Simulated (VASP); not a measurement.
Here is a VASP 6.6.1 calculation.

File INCAR:

```
  PREC = Accurate
  ENCUT = 520
  EDIFF = 1E-7
  ISMEAR = -1
  SIGMA = 0.05
  LREAL = F
  LASPH = T
  NELM = 80
  ALGO = Normal
  ISIF = 2
  LWAVE = F
  LCHARG = T
  GGA = PE
  LELF = T
  LVHAR = T
  NBANDS = 26
```

The input KPOINTS:

```
Automatic mesh
0
Gamma
  6 6 6
```

POSCAR

```
NbP
1.0
   -1.6749232544      1.6749232544      5.7401081759
    1.6749232544     -1.6749232544      5.7401081759
    1.6749232544      1.6749232544     -5.7401081759
Nb P
2 2
Direct
    0.2498808000      0.7498808000      0.5000000000
    0.4998808000      0.4998808000      0.0000000000
    0.8327477700      0.3327477700      0.5000000000
    0.0827477700      0.0827477700      0.0000000000
```

Potentials or basis: VASP PAW PBE potentials, release 64 (Nb_sv, P).

Command:

```bash
$ cat potpaw_PBE.64/Nb_sv/POTCAR potpaw_PBE.64/P/POTCAR > POTCAR
$ mpirun -np 1 vasp_std > vasp.out
```

(1) Predict the largest force.

(2) Estimate the pressure.

Results:

(1) 0.013 eV/Å.

(2) -1.3 GPa.
